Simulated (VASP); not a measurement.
# LaY3Ga (P1) in VASP: single point with PBE

Aim: the single point of LaY3Ga with PBE.

Program: VASP 6.6.1. These are calculated values, not measurements. Logs are shortened: lines on timing, memory, paths and dates and some standing lists are left out, and cuts for length are marked.

## (1) The cell of the first run

The typed cell holds 10 atoms: a = 6.828 Å, b = 6.828 Å, c = 6.828 Å, α = 60.47°, β = 60.47°, γ = 60.47°.

## (2) Single point, PBE

File INCAR:

```
PREC = Accurate
ENCUT = 520
EDIFF = 1E-6
ISMEAR = 1
SIGMA = 0.15
LREAL = False
LASPH = True
NELM = 60
ALGO = Normal
ISIF = 2
LWAVE = False
LCHARG = False
GGA = PE
NBANDS = 68
```

File KPOINTS:

```
Automatic mesh
0
Gamma
  3 3 3
```

File POSCAR:

```
LaY3Ga
1.0
    3.4385986600      1.9852780300      5.5554572300
   -3.4385986600      1.9852780300      5.5554572300
    0.0000000000     -3.9705495600      5.5554595500
Ga Y La
2 6 2
Direct
    0.0007022380      0.0084338760     -0.0058287331
    0.5057608915      0.5046508463      0.4912957752
    0.8316710680      0.6761882528      0.2496621606
    0.2469501390      0.8202133182      0.6820209961
    0.6800880795      0.2447953489      0.8184035236
    0.1749430306      0.3331667880      0.7499254737
    0.7484812944      0.1781521592      0.3233915150
    0.3115817723      0.7433931428      0.1882116090
    0.2558421846      0.2316297049      0.2483986707
    0.7449361080      0.7644207896      0.7514617418
```

Potentials or basis: VASP PAW PBE potentials, release 64 (Ga_d, Y_sv, La).

On the command line:

```bash
cat potpaw_PBE.64/Ga_d/POTCAR potpaw_PBE.64/Y_sv/POTCAR potpaw_PBE.64/La/POTCAR > POTCAR
mpirun -np 1 vasp_std > vasp.out
```

OUTCAR:

```text
PREC = Accurate
   ENCUT = 520
   EDIFF = 1E-6
   ISMEAR = 1
   LREAL = False
   LASPH = True
   NELM = 60
   ISIF = 2
   GGA = PE

 ion  position               nearest neighbor table
   1  0.001  0.008  0.994-   5 2.46   4 2.46   6 2.47   7 2.48   8 2.48   3 2.49
   2  0.506  0.505  0.491-   8 2.44   7 2.46   3 2.47   5 2.49   4 2.49   6 2.50
   3  0.832  0.676  0.250-   2 2.47   1 2.49   9 2.99   8 3.33   7 3.44  10 3.45   7 3.48  10 3.48
                             4 3.49   5 3.55   5 3.55   8 3.56   4 3.61   9 3.89   6 4.15   6 4.15
   4  0.247  0.820  0.682-   1 2.46   2 2.49   9 2.91   6 3.37  10 3.41   8 3.45   8 3.45  10 3.47
                             3 3.49   5 3.51   6 3.52   5 3.56   3 3.61   9 3.97   7 4.20   7 4.22
   5  0.680  0.245  0.818-   1 2.46   2 2.49   9 2.94  10 3.32   7 3.41   6 3.43   7 3.49   6 3.49
                             4 3.51   3 3.55   3 3.55   4 3.56  10 3.57   9 3.94   8 4.25   8 4.26
   6  0.175  0.333  0.750-   1 2.47   2 2.50  10 2.96   4 3.37   9 3.39   5 3.43   8 3.45   5 3.49
                             4 3.52   9 3.55   7 3.56   7 3.56   8 3.64  10 3.92   3 4.15   3 4.15
   7  0.748  0.178  0.323-   2 2.46   1 2.48  10 2.90   5 3.41   9 3.42   3 3.44   9 3.47   3 3.48
                             5 3.49   8 3.52   8 3.54   6 3.56   6 3.56  10 3.98   4 4.20   4 4.22
   8  0.312  0.743  0.188-   2 2.44   1 2.48  10 2.99   3 3.33   9 3.37   6 3.45   4 3.45   4 3.45
                             9 3.50   7 3.52   7 3.54   3 3.56   6 3.64  10 3.89   5 4.25   5 4.26
   9  0.256  0.232  0.248-   4 2.91   5 2.94   3 2.99   8 3.37   6 3.39   7 3.42   7 3.47   8 3.50
                             6 3.55   3 3.89   5 3.94   4 3.97
  10  0.745  0.764  0.751-   7 2.90   6 2.96   8 2.99   5 3.32   4 3.41   3 3.45   4 3.47   3 3.48
                             5 3.57   8 3.89   6 3.92   7 3.98

  LATTYP: Found a trigonal (rhomboedric) cell.
 ALAT       =     6.8284987102
 COS(alpha) =     0.4928428981

  Lattice vectors:

 A1 = (   3.4385986600,   1.9852780300,   5.5554572300)
 A2 = (  -3.4385986600,   1.9852780300,   5.5554572300)
 A3 = (   0.0000000000,  -3.9705495600,   5.5554595500)

Analysis of symmetry for initial positions (statically):
=====================================================================
 Subroutine PRICEL returns:
 Original cell was already a primitive cell.

 Routine SETGRP: Setting up the symmetry group for a
 trigonal (rhombohedral) supercell.

 Subroutine GETGRP returns: Found  1 space group operations
 (whereof  1 operations were pure point group operations)
 out of a pool of 12 trial point group operations.

The static configuration has the point symmetry C_1 .

Analysis of symmetry for dynamics (positions and initial velocities):
=====================================================================
 Subroutine PRICEL returns:
 Original cell was already a primitive cell.

 Routine SETGRP: Setting up the symmetry group for a
 trigonal (rhombohedral) supercell.

 Subroutine GETGRP returns: Found  1 space group operations
 (whereof  1 operations were pure point group operations)
 out of a pool of 12 trial point group operations.

The dynamic configuration has the point symmetry C_1 .

 Subroutine INISYM returns: Found  1 space group operations
 (whereof  1 operations are pure point group operations),
 and found     1 'primitive' translations

----------------------------------------------------------------------------------------

                                     Primitive cell

  volume of cell :     227.5482

  direct lattice vectors                    reciprocal lattice vectors
     3.438598660  1.985278030  5.555457230     0.145408072  0.083951413  0.060001021
    -3.438598660  1.985278030  5.555457230    -0.145408072  0.083951413  0.060001021
     0.000000000 -3.970549560  5.555459550     0.000000000 -0.167902755  0.060001119

  length of vectors
     6.828498710  6.828498710  6.828498709     0.178301625  0.178301625  0.178301625

  position of ions in fractional coordinates (direct lattice)
     0.000702238  0.008433876  0.994171267
     0.505760892  0.504650846  0.491295775
     0.831671068  0.676188253  0.249662161
     0.246950139  0.820213318  0.682020996
     0.680088080  0.244795349  0.818403524
     0.174943031  0.333166788  0.749925474
     0.748481294  0.178152159  0.323391515
     0.311581772  0.743393143  0.188211609
     0.255842185  0.231629705  0.248398671
[... 28 lines left out ...]
     0.000000000 -0.055967585  0.020000373    -0.000000000 -0.000000000  0.333333333

  Length of vectors
     0.059433875  0.059433875  0.059433875

  Shift w.r.t. Gamma in fractional coordinates (k-lattice)
     0.000000000  0.000000000  0.000000000

 Subroutine IBZKPT returns following result:
 ===========================================

 Found     14 irreducible k-points:

 Following reciprocal coordinates:
            Coordinates               Weight
  0.000000  0.000000  0.000000      1.000000
  0.333333  0.000000 -0.000000      2.000000
  0.000000  0.333333 -0.000000      2.000000
  0.000000  0.000000  0.333333      2.000000
  0.333333  0.333333  0.000000      2.000000
 -0.333333  0.000000 -0.333333      2.000000
 -0.000000  0.333333  0.333333      2.000000
 -0.333333  0.333333  0.000000      2.000000
  0.333333 -0.000000 -0.333333      2.000000
  0.000000 -0.333333  0.333333      2.000000
  0.333333  0.333333  0.333333      2.000000
 -0.333333  0.333333  0.333333      2.000000
  0.333333 -0.333333  0.333333      2.000000
  0.333333  0.333333 -0.333333      2.000000
   k-points           NKPTS =     14   k-points in BZ     NKDIM =     14   number of bands    NBANDS=     68
   number of dos      NEDOS =    301   number of ions     NIONS =     10
   total plane-waves  NPLWV = 157464
   dimension x,y,z NGX =    54 NGY =   54 NGZ =   54
   dimension x,y,z NGXF=   108 NGYF=  108 NGZF=  108
   ions per type =               2   6   2
   NGX,Y,Z   is equivalent  to a cutoff of  13.15, 13.15, 13.15 a.u.
   NGXF,Y,Z  is equivalent  to a cutoff of  26.29, 26.29, 26.29 a.u.
 SYSTEM =  unknown system
   PREC   = accura    normal or accurate (medium, high low for compatibility)
   ISTART =      0    job   : 0-new  1-cont  2-samecut
   ICHARG =      2    charge: 1-file 2-atom 10-const
   ISPIN  =      1    spin polarized calculation?
   LNONCOLLINEAR =      F non collinear calculations
   LSORBIT =      F    spin-orbit coupling
   LASPH  =      T    aspherical Exc in radial PAW
   ENCUT  =  520.0 eV  38.22 Ry    6.18 a.u.  12.70 12.70 12.70*2*pi/ulx,y,z
   NELM   =     60;   NELMIN=  2; NELMDL= -5     # of ELM steps
   EDIFF  = 0.1E-05   stopping-criterion for ELM
   LREAL  =      F    real-space projection
   EDIFFG = 0.1E-04   stopping-criterion for IOM
   NSW    =      0    number of steps for IOM
   IBRION =     -1    ionic relax: 0-MD 1-quasi-New 2-CG
   NFREE  =      0    steps in history (QN), initial steepest desc. (CG)
   ISIF   =      2    stress and relaxation
   ISYM   =      2    0-nonsym 1-usesym 2-fastsym
   POTIM  = 0.5000    time-step for ionic-motion
   TEBEG  =    0.0;   TEEND  =   0.0 temperature during run
   PSTRESS=    0.0 pullay stress
   NELECT =     114.0000    total number of electrons
   NUPDOWN=      -1.0000    fix difference up-down
   EMIN   =  10.00;   EMAX   =-10.00  energy-range for DOS
   EFERMI =   0.00;   METHOD = LEGACY
   ISMEAR =     1;   SIGMA  =   0.15  broadening in eV -4-tet -1-fermi 0-gaus
   EFERMI_NEDOS =   21; number of points for ismear=-14 and -15
   IALGO  =     38    algorithm
   IMIX   =      4    mixing-type and parameters
     AMIX     =   0.40;   BMIX     =  1.00
     AMIX_MAG =   1.60;   BMIX_MAG =  1.00
  volume/ion in A,a.u.               =      22.75       153.56
  Fermi-wavevector in a.u.,A,eV,Ry     =   1.300225  2.457070 23.001818  1.690586
  Thomas-Fermi vector in A             =   2.431438
   LORBIT       =      0    0 simple, 1 ext, 2 COOP (PROOUT), +10 PAW based schemes
   GGA     = PE    functional components
   LHFCALC =     F    Hartree Fock is set to
   AEXX    =    0.0000 exact exchange contribution
   IVDW    =     0    specifies the selected vdW correction
   LEPSILON=     F    determine dielectric tensor
   LRPA    =     F    only Hartree local field effects (RPA)
 non-spin polarized calculation
 Methfessel and Paxton  Order N= 1 SIGMA  =   0.15
  energy-cutoff  :      520.00
  volume of cell :      227.55
 maximum number of plane-waves:      6142
 NGX is ok and might be reduce to    54
   NGX = 25   NGY = 25   NGZ = 25

 number of electron     114.0000000 magnetization

 Free energy of the ion-electron system (eV)
  ---------------------------------------------------
  ext. energy  EPLUGINS =         0.00000000
  ---------------------------------------------------
  free energy    TOTEN  =       -46.27287094 eV

  energy without entropy =      -46.27032467  energy(sigma->0) =      -46.27202219

 E-fermi :   6.3765     XC(G=0): -10.8907

 val. band max:        6.3450058449   @ k =   0.3333   0.3333   0.0000
 cond. band min:       6.3784450585   @ k =   0.3333  -0.3333   0.3333
 fundamental gap:      0.0334392136
 Fermi energy:         6.3765492564

 k-point     1 :       0.0000    0.0000    0.0000
  band No.  band energies     occupation
      1     -35.3391      2.00000
      2     -35.2750      2.00000
      3     -35.2608      2.00000
      4     -35.2357      2.00000
      5     -35.2356      2.00000
      6     -35.2119      2.00000
[... 983 lines left out ...]
     67       8.2796     -0.00000
     68       8.4608     -0.00000

------------------------ aborting loop because EDIFF is reached ----------------------------------------

  FORCE on cell =-STRESS in cart. coord.  units (eV):
  Direction    XX          YY          ZZ          XY          YZ          ZX
  --------------------------------------------------------------------------------------
  -------------------------------------------------------------------------------------
  Total       45.3880884     44.4372902     38.8025788     -0.5943255     -0.7147292      0.2477247
  in kB      319.5795663    312.8849536    273.2106979     -4.1846727     -5.0324404      1.7442404
  external PRESSURE =     301.8917393 kB  Pullay stress =       0.0000000 kB

 VOLUME and BASIS-vectors are now :
 -----------------------------------------------------------------------------
  energy-cutoff  :      520.00
  volume of cell :      227.55
      direct lattice vectors                 reciprocal lattice vectors
     3.438598660  1.985278030  5.555457230     0.145408072  0.083951413  0.060001021
    -3.438598660  1.985278030  5.555457230    -0.145408072  0.083951413  0.060001021
     0.000000000 -3.970549560  5.555459550     0.000000000 -0.167902755  0.060001119

 POSITION                                       TOTAL-FORCE (eV/Angst)
 -----------------------------------------------------------------------------------
     -0.02659     -3.92927      5.57383        -0.042715      0.028747      0.268133
      0.00382      0.05523      8.34267         0.016543     -0.133876      0.430556
      0.53464      2.00222      9.76384         0.516933      0.050307      0.088454
     -1.97122     -0.58938      9.71752         0.123270      0.358593      0.000013
      1.49680     -1.41336      9.68476        -0.492643     -0.334960     -0.071361
     -0.54407     -1.96888      6.98896        -0.377283      0.037327     -0.068433
      1.96113      0.55558      6.94446         0.300184     -0.347776     -0.300467
     -1.48483      1.34711      6.90647         0.057583      0.646362     -0.265877
      0.08326     -0.01851      4.08810        -0.073470     -0.024145      0.143836
     -0.06700      0.01278     12.55988        -0.028401     -0.280580     -0.224854
 -----------------------------------------------------------------------------------
    total drift:                                0.000119     -0.000267      0.000261

  FREE ENERGIE OF THE ION-ELECTRON SYSTEM (eV)
  ---------------------------------------------------
  free  energy   TOTEN  =       -46.2728709427 eV

  energy  without entropy=      -46.2703246748  energy(sigma->0) =      -46.27202219
```

Run time: 7.5 min. Hardware: 1 thread of Intel Xeon Platinum 8488C (Sapphire Rapids), shared host; peak memory 0.49 GiB.

Results:

```
Free energy            : -46.2729 eV
Pressure               : 30.2 GPa
Largest force          : 0.701 eV/Å
Band gap on the k mesh : zero (bands 57 and 58 overlap by 0.72 eV)
```

Forces in eV/Å, atoms in the order of the input:
```
Ga  -0.043  0.029  0.268
Ga   0.017 -0.134  0.431
Y    0.517  0.050  0.088
Y    0.123  0.359  0.000
Y   -0.493 -0.335 -0.071
Y   -0.377  0.037 -0.068
Y    0.300 -0.348 -0.300
Y    0.058  0.646 -0.266
La  -0.073 -0.024  0.144
La  -0.028 -0.281 -0.225
```

Levels at points of the mesh, in eV from the Fermi level:
```csv
k point,band 53,band 54,band 55,band 56,band 57,band 58,band 59,band 60,band 61,band 62
"(0.00, 0.00, 0.00)",-0.65,-0.49,-0.44,-0.40,0.63,0.71,1.20,1.36,1.42,1.48
```

Caveat: the k points lie up to 0.37 Å⁻¹ apart, too coarse for converged energies and pressures of a metal; spin-orbit coupling is left out, which moves the levels of the heavy elements.

The gap in the log of VASP goes by the Fermi energy; the results here count the filled bands.